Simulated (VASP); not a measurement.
# SnSe (Cmcm) in VASP: single point with PBE+D3(BJ)

Aim: the single point of SnSe with PBE+D3(BJ).

Program: VASP 6.6.1. These are calculated values, not measurements. Logs are shortened: lines on timing, memory, paths and dates and some standing lists are left out, and cuts for length are marked.

## 1. The cell of the first run

It takes space group Cmcm (No. 63, orthorhombic). The conventional cell has a = 4.310 Å, b = 11.705 Å, c = 4.318 Å, α = 90.00°, β = 90.00°, γ = 90.00°. Sn (site symmetry m2m) has 5 Se at 2.76 to 3.06 Å and 2 Sn at 3.54 Å within 3.6 Å. Se (site symmetry m2m) has 5 Sn at 2.76 to 3.06 Å within 3.6 Å.

## 2. Single point, PBE+D3(BJ)

The input, INCAR:

```
PREC = Accurate ; ENCUT = 520
EDIFF = 1E-7 ; ISMEAR = 0
SIGMA = 0.05 ; LREAL = False
LASPH = True ; NELM = 60
ALGO = Normal ; ISIF = 2
LWAVE = False ; LCHARG = False
GGA = PE ; IVDW = 12
NBANDS = 28
```

The input, KPOINTS:

```
Automatic mesh
0
Gamma
  8 8 8
```

The input, POSCAR:

```
SnSe
1.0
    2.1550000000     -5.8525000000      0.0000000000
    2.1550000000      5.8525000000      0.0000000000
    0.0000000000      0.0000000000      4.3180000000
Sn Se
2 2
Direct
    0.8800000000      0.1200000000      0.2500000000
    0.1200000000      0.8800000000      0.7500000000
    0.6440000000      0.3560000000      0.2500000000
    0.3560000000      0.6440000000      0.7500000000
```

Potentials or basis: VASP PAW PBE potentials, release 64 (Sn_d, Se).

Launch:

```console
$ cat potpaw_PBE.64/Sn_d/POTCAR potpaw_PBE.64/Se/POTCAR > POTCAR
$ mpirun -np 1 vasp_std > vasp.out
```

OUTCAR:

```text
PREC = Accurate
   ENCUT = 520
   EDIFF = 1E-7
   ISMEAR = 0
   LREAL = False
   LASPH = True
   NELM = 60
   ISIF = 2
   GGA = PE
   IVDW = 12
 IVDW          = 12

 ion  position               nearest neighbor table
   1  0.880  0.120  0.250-   3 2.76   4 3.06   4 3.06   4 3.06   4 3.06   2 3.54   2 3.54
   2  0.120  0.880  0.750-   4 2.76   3 3.06   3 3.06   3 3.06   3 3.06   1 3.54   1 3.54
   3  0.644  0.356  0.250-   1 2.76   2 3.06   2 3.06   2 3.06   2 3.06
   4  0.356  0.644  0.750-   2 2.76   1 3.06   1 3.06   1 3.06   1 3.06

  LATTYP: Found a base centered orthorhombic cell.
 ALAT       =     4.3100000000
 B/A-ratio  =     2.7157772622
 C/A-ratio  =     1.0018561485

  Lattice vectors:

 A1 = (   2.1550000000,  -5.8525000000,   0.0000000000)
 A2 = (   2.1550000000,   5.8525000000,   0.0000000000)
 A3 = (   0.0000000000,   0.0000000000,   4.3180000000)

Analysis of symmetry for initial positions (statically):
=====================================================================
 Subroutine PRICEL returns:
 Original cell was already a primitive cell.

 Routine SETGRP: Setting up the symmetry group for a
 base centered orthorhombic supercell.

 Subroutine GETGRP returns: Found  8 space group operations
 (whereof  4 operations were pure point group operations)
 out of a pool of  8 trial point group operations.

The static configuration has the point symmetry C_2h.
 The point group associated with its full space group is D_2h.

Analysis of symmetry for dynamics (positions and initial velocities):
=====================================================================
 Subroutine PRICEL returns:
 Original cell was already a primitive cell.

 Routine SETGRP: Setting up the symmetry group for a
 base centered orthorhombic supercell.

 Subroutine GETGRP returns: Found  8 space group operations
 (whereof  4 operations were pure point group operations)
 out of a pool of  8 trial point group operations.

The dynamic configuration has the point symmetry C_2h.
 The point group associated with its full space group is D_2h.

 Subroutine INISYM returns: Found  8 space group operations
 (whereof  4 operations are pure point group operations),
 and found     1 'primitive' translations

----------------------------------------------------------------------------------------

                                     Primitive cell

  volume of cell :     108.9184

  direct lattice vectors                    reciprocal lattice vectors
     2.155000000 -5.852500000  0.000000000     0.232018561 -0.085433575  0.000000000
     2.155000000  5.852500000  0.000000000     0.232018561  0.085433575  0.000000000
     0.000000000  0.000000000  4.318000000     0.000000000  0.000000000  0.231588698

  length of vectors
     6.236648238  6.236648238  4.318000000     0.247247869  0.247247869  0.231588698

  position of ions in fractional coordinates (direct lattice)
     0.880000000  0.120000000  0.250000000
     0.120000000  0.880000000  0.750000000
     0.644000000  0.356000000  0.250000000
     0.356000000  0.644000000  0.750000000

  ion indices of the primitive-cell ions
   primitive index   ion index
                 1           1
                 2           2
                 3           3
                 4           4

----------------------------------------------------------------------------------------

 KPOINTS: Automatic mesh

Automatic generation of k-mesh.
 Grid dimensions read from file:
 generate k-points for:    8    8    8

 Generating k-lattice:

  Cartesian coordinates                     Fractional coordinates (reciprocal lattice)
     0.029002320 -0.010679197  0.000000000     0.125000000  0.000000000  0.000000000
     0.029002320  0.010679197  0.000000000     0.000000000  0.125000000  0.000000000
     0.000000000  0.000000000  0.028948587     0.000000000  0.000000000  0.125000000

  Length of vectors
     0.030905984  0.030905984  0.028948587

  Shift w.r.t. Gamma in fractional coordinates (k-lattice)
     0.000000000  0.000000000  0.000000000

 Subroutine IBZKPT returns following result:
 ===========================================

 Found    105 irreducible k-points:

 Following reciprocal coordinates:
            Coordinates               Weight
  0.000000  0.000000  0.000000      1.000000
  0.125000 -0.000000  0.000000      4.000000
  0.250000 -0.000000  0.000000      4.000000
  0.375000  0.000000  0.000000      4.000000
  0.500000 -0.000000  0.000000      2.000000
  0.125000  0.125000  0.000000      2.000000
[... 16 lines left out ...]
  0.125000 -0.000000  0.125000      8.000000
  0.250000 -0.000000  0.125000      8.000000
 [... further k-points ...]
   k-points           NKPTS =    105   k-points in BZ     NKDIM =    105   number of bands    NBANDS=     28
   number of dos      NEDOS =    301   number of ions     NIONS =      4
   total plane-waves  NPLWV =  73728
   dimension x,y,z NGX =    48 NGY =   48 NGZ =   32
   dimension x,y,z NGXF=    96 NGYF=   96 NGZF=   64
   ions per type =               2   2
   NGX,Y,Z   is equivalent  to a cutoff of  12.80, 12.80, 12.32 a.u.
   NGXF,Y,Z  is equivalent  to a cutoff of  25.59, 25.59, 24.64 a.u.
 SYSTEM =  unknown system
   PREC   = accura    normal or accurate (medium, high low for compatibility)
   ISTART =      0    job   : 0-new  1-cont  2-samecut
   ICHARG =      2    charge: 1-file 2-atom 10-const
   ISPIN  =      1    spin polarized calculation?
   LNONCOLLINEAR =      F non collinear calculations
   LSORBIT =      F    spin-orbit coupling
   LASPH  =      T    aspherical Exc in radial PAW
   ENCUT  =  520.0 eV  38.22 Ry    6.18 a.u.  11.60 11.60  8.03*2*pi/ulx,y,z
   NELM   =     60;   NELMIN=  2; NELMDL= -5     # of ELM steps
   EDIFF  = 0.1E-06   stopping-criterion for ELM
   LREAL  =      F    real-space projection
   EDIFFG = 0.1E-05   stopping-criterion for IOM
   NSW    =      0    number of steps for IOM
   IBRION =     -1    ionic relax: 0-MD 1-quasi-New 2-CG
   NFREE  =      0    steps in history (QN), initial steepest desc. (CG)
   ISIF   =      2    stress and relaxation
   ISYM   =      2    0-nonsym 1-usesym 2-fastsym
   POTIM  = 0.5000    time-step for ionic-motion
   TEBEG  =    0.0;   TEEND  =   0.0 temperature during run
   PSTRESS=    0.0 pullay stress
   NELECT =      40.0000    total number of electrons
   NUPDOWN=      -1.0000    fix difference up-down
   EMIN   =  10.00;   EMAX   =-10.00  energy-range for DOS
   EFERMI =   0.00;   METHOD = LEGACY
   ISMEAR =     0;   SIGMA  =   0.05  broadening in eV -4-tet -1-fermi 0-gaus
   EFERMI_NEDOS =   21; number of points for ismear=-14 and -15
   IALGO  =     38    algorithm
   IMIX   =      4    mixing-type and parameters
     AMIX     =   0.40;   BMIX     =  1.00
     AMIX_MAG =   1.60;   BMIX_MAG =  1.00
  volume/ion in A,a.u.               =      27.23       183.75
  Fermi-wavevector in a.u.,A,eV,Ry     =   1.172360  2.215439 18.700233  1.374428
  Thomas-Fermi vector in A             =   2.308790
   LORBIT       =      0    0 simple, 1 ext, 2 COOP (PROOUT), +10 PAW based schemes
   GGA     = PE    functional components
   LHFCALC =     F    Hartree Fock is set to
   AEXX    =    0.0000 exact exchange contribution
   IVDW    =    12    specifies the selected vdW correction
   LEPSILON=     F    determine dielectric tensor
   LRPA    =     F    only Hartree local field effects (RPA)
 non-spin polarized calculation
 Gauss-broadening in eV      SIGMA  =   0.05
  energy-cutoff  :      520.00
  volume of cell :      108.92
 maximum number of plane-waves:      2968
 NGX is ok and might be reduce to    48
   NGX = 23   NGY = 23   NGZ = 17

 number of electron      40.0000007 magnetization

 Free energy of the ion-electron system (eV)
  ---------------------------------------------------
  ext. energy  EPLUGINS =         0.00000000
  ---------------------------------------------------
  free energy    TOTEN  =       -16.36785555 eV

  energy without entropy =      -16.36785555  energy(sigma->0) =      -16.36785555

 E-fermi :   5.3425     XC(G=0):  -9.6407

 val. band max:        5.1388971840   @ k =   0.2500   0.1250   0.0000
 cond. band min:       5.5607413393   @ k =   0.5000   0.5000   0.0000
 fundamental gap:      0.4218441554
 Fermi energy:         5.3424928210

 k-point     1 :       0.0000    0.0000    0.0000
  band No.  band energies     occupation
      1     -16.2005      2.00000
      2     -16.1983      2.00000
      3     -16.1877      2.00000
      4     -16.1831      2.00000
      5     -16.1774      2.00000
      6     -16.1613      2.00000
[... 20 lines left out ...]
     27      10.5411      0.00000
     28      11.6387      0.00000

 k-point     2 :       0.1250   -0.0000    0.0000
  band No.  band energies     occupation
      1     -16.1993      2.00000
      2     -16.1972      2.00000
      3     -16.1892      2.00000
      4     -16.1837      2.00000
      5     -16.1765      2.00000
      6     -16.1593      2.00000
[... 20 lines left out ...]
     27      10.7950      0.00000
     28      11.6706      0.00000

 k-point     3 :       0.2500   -0.0000    0.0000
  band No.  band energies     occupation
      1     -16.1963      2.00000
      2     -16.1946      2.00000
      3     -16.1922      2.00000
      4     -16.1855      2.00000
      5     -16.1745      2.00000
      6     -16.1547      2.00000
[... 20 lines left out ...]
     27      11.1838      0.00000
     28      12.1109      0.00000

 k-point     4 :       0.3750    0.0000    0.0000
  band No.  band energies     occupation
      1     -16.1949      2.00000
      2     -16.1932      2.00000
      3     -16.1921      2.00000
      4     -16.1873      2.00000
      5     -16.1725      2.00000
      6     -16.1540      2.00000
[... 578 lines left out ...]
     27      10.5855      0.00000
     28      12.0530      0.00000

 k-point    23 :       0.1250   -0.0000    0.1250
  band No.  band energies     occupation
      1     -16.1983      2.00000
      2     -16.1956      2.00000
      3     -16.1903      2.00000
      4     -16.1853      2.00000
      5     -16.1768      2.00000
      6     -16.1562      2.00000
[... 20 lines left out ...]
     27      10.5766      0.00000
     28      12.0297      0.00000

 k-point    24 :       0.2500   -0.0000    0.1250
  band No.  band energies     occupation
      1     -16.1954      2.00000
      2     -16.1941      2.00000
      3     -16.1922      2.00000
      4     -16.1871      2.00000
      5     -16.1752      2.00000
      6     -16.1519      2.00000
[... 20 lines left out ...]
     27      11.1897      0.00000
     28      12.2094      0.00000

 [... further k-points ...]

------------------------ aborting loop because EDIFF is reached ----------------------------------------

 Edisp (eV)   -1.41916

 E8    (eV) :    -0.6402

  FORCE on cell =-STRESS in cart. coord.  units (eV):
  Direction    XX          YY          ZZ          XY          YZ          ZX
  --------------------------------------------------------------------------------------
  -------------------------------------------------------------------------------------
  Total      -2.01767    -1.32910    -2.01162     0.00000     0.00000     0.00000
  in kB     -29.67966   -19.55083   -29.59062     0.00000     0.00000     0.00000
  external pressure =      -26.27 kB  Pullay stress =        0.00 kB

 VOLUME and BASIS-vectors are now :
 -----------------------------------------------------------------------------
  energy-cutoff  :      520.00
  volume of cell :      108.92
      direct lattice vectors                 reciprocal lattice vectors
     2.155000000 -5.852500000  0.000000000     0.232018561 -0.085433575  0.000000000
     2.155000000  5.852500000  0.000000000     0.232018561  0.085433575  0.000000000
     0.000000000  0.000000000  4.318000000     0.000000000  0.000000000  0.231588698

 POSITION                                       TOTAL-FORCE (eV/Angst)
 -----------------------------------------------------------------------------------
      2.15500     -4.44790      1.07950         0.000000      0.255271     -0.000000
      2.15500      4.44790      3.23850         0.000000     -0.255271     -0.000000
      2.15500     -1.68552      1.07950         0.000000     -0.055876      0.000000
      2.15500      1.68552      3.23850         0.000000      0.055876      0.000000
 -----------------------------------------------------------------------------------
    total drift:                               -0.000000     -0.000000      0.000000

  FREE ENERGIE OF THE ION-ELECTRON SYSTEM (eV)
  ---------------------------------------------------
  free  energy   TOTEN  =       -17.7870158520 eV

  energy  without entropy=      -17.7870158519  energy(sigma->0) =      -17.78701585
```

Wall time 9.3 min (1 thread of Intel Xeon 8259CL, shared host); peak memory 0.45 GiB.

What came out:

| Quantity | Value |
| --- | --- |
| Free energy | -17.7870 eV |
| Pressure | -2.6 GPa |
| Largest force | 0.255 eV/Å |
| Band gap on the k mesh | 0.42 eV (least direct gap 0.75 eV) |
| Dispersion energy per atom | -0.355 eV |

Forces on the atoms (eV/Å):
```
Sn   0.000  0.255  0.000
Sn   0.000 -0.255  0.000
Se   0.000 -0.056  0.000
Se   0.000  0.056  0.000
```

Caveat: semilocal functionals underestimate gaps, and a narrow one can read as zero; spin-orbit coupling is left out, which moves the levels of the heavy elements. A k mesh can miss the band edges.
